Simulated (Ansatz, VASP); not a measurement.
## Two plane-wave programs on SnSe2

The input POSCAR:

```
SnSe2
1.0
    3.8251493298      0.0000000000      0.0000000000
   -1.9125746649      3.3126764929      0.0000000000
    0.0000000000      0.0000000000      6.0402666924
Sn Se
1 2
Direct
    0.0000000000      0.0000000000      0.0000000000
    0.3333333333      0.6666666667      0.2600427716
    0.6666666667      0.3333333333      0.7399572284
```

Contents of INCAR.step1:

```
SYSTEM = SnSe2
PREC = Accurate
ENCUT = 520
ISMEAR = 0
SIGMA = 0.01
LREAL = .FALSE.
LASPH = .TRUE.
NELM = 80
NBANDS = 20
GGA = PE
ALGO = Normal
EDIFF = 1E-4
LWAVE = .TRUE.
LCHARG = .FALSE.
```

The input INCAR.step2:

```
SYSTEM = SnSe2
PREC = Accurate
ENCUT = 520
EDIFF = 1E-6
ISMEAR = 0
SIGMA = 0.01
LREAL = .FALSE.
LASPH = .TRUE.
NELM = 80
ALGO = Normal
ISIF = 2
LWAVE = .FALSE.
LCHARG = .FALSE.
METAGGA = R2SCAN
LMIXTAU = .TRUE.
NBANDS = 20
ISTART = 1
```

Contents of KPOINTS:

```
regular mesh
0
G
  12 12 4
  0 0 0
```

Input for Ansatz:

```yaml
crystal:
  lattice:
    - [3.8251493298, 0.0, 0.0]
    - [-1.9125746649, 3.3126764929, 0.0]
    - [0.0, 0.0, 6.0402666924]
  atoms:
    - { symbol: Sn, position: [0.0, 0.0, 0.0] }
    - { symbol: Se, position: [0.3333333333, 0.6666666667, 0.2600427716] }
    - { symbol: Se, position: [0.6666666667, 0.3333333333, 0.7399572284] }
kpoints:
  mp_grid: { grid: [12, 12, 4] }
  band_path:
    path:
      - [0.0, 0.0, 0.0]
      - [0.5, 0.0, 0.0]
      - [0.3333333333, 0.3333333333, 0.0]
      - [0.0, 0.0, 0.5]
      - [0.5, 0.0, 0.5]
      - [0.3333333333, 0.3333333333, 0.5]
      - [-0.072917, 0.145833, 0.0]
      - [0.0, 0.442708, 0.335938]
    npoints: 1
hamiltonian:
  xc: r2scan
scf:
  occupations: { method: fixed }
  n_extra_bands: 4
output:
  forces: true
  stress: true
  eigenvalues: true
  write_density: true
  write_potential: true
  elf: true
  volumetric_format: npy
```

Change from the starting cell: uniaxial_z strain -3.0%.

Alike in both runs: task single point; functional r2SCAN; k mesh 12 × 12 × 4; no spin polarisation.

```csv
,VASP,Ansatz
version,VASP 6.6.1,Ansatz 0.2.0
potentials or method,"VASP PAW PBE potentials, release 64 (Sn_d, Se)","plane waves, PAW"
plane-wave cutoff (eV),520,500
occupations,"gaussian, width 0.01 eV",fixed
valence electrons in the cell,26,46
```

Ansatz gave:

```
gap on the k mesh at the Fermi level (eV)                     : 0.86
pressure (GPa)                                                : 1.6
traceless stress, the component that is largest in VASP (GPa) : 0.33
rms of the force components (eV/Å)                            : 0.018
```

Task: Which values does VASP return?

Result: gap on the k mesh at the Fermi level (eV): 0.86; pressure (GPa): 1.7; traceless stress, the component that is largest in VASP (GPa): 0.32; rms of the force components (eV/Å): 0.011.

VASP's potentials were made for PBE, not for r2SCAN. Atom by atom the forces differ by 0.006 eV/Å (rms over components). VASP's potentials hold 26 valence electrons a cell and Ansatz's 46, so a difference there can come from the potentials and not from the codes.
